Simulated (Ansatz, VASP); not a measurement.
One calculation of PbSe, two programs

```
Pb Se
1.0
     0.00000    3.06600    2.92190
     3.06600    0.00000    2.92190
     3.06600    3.06600    0.00000
Pb Se
1 1
Direct
  0.00000 0.00000 0.00000
  0.50000 0.50000 0.50000
```

Alike in both runs: task single point; functional PBE; dispersion D3(BJ); k mesh 10 × 10 × 10; occupations gaussian, width 0.03 eV; no spin polarisation.

```csv
,VASP,Ansatz
version,VASP 6.6.1,Ansatz 0.2.0
potentials or method,"VASP PAW PBE potentials, release 64 (Pb_d, Se), cutoff 520 eV","scalar-relativistic, plane waves, PAW"
valence electrons in the cell,20,30
```

```csv
,VASP,Ansatz,Ansatz less VASP
gap on the k mesh at the Fermi level (eV),0.06,0.06,-0.005
least direct gap on the mesh (eV),0.06,0.06,-0.005
pressure (GPa),3.2,3.2,+0.01
"traceless stress, the component that is largest in VASP (GPa)",5.44,5.43,-0.012
```

VASP's potentials hold 20 valence electrons a cell and Ansatz's 30, so a difference there can come from the potentials and not from the codes.

Spin-orbit coupling is off throughout.
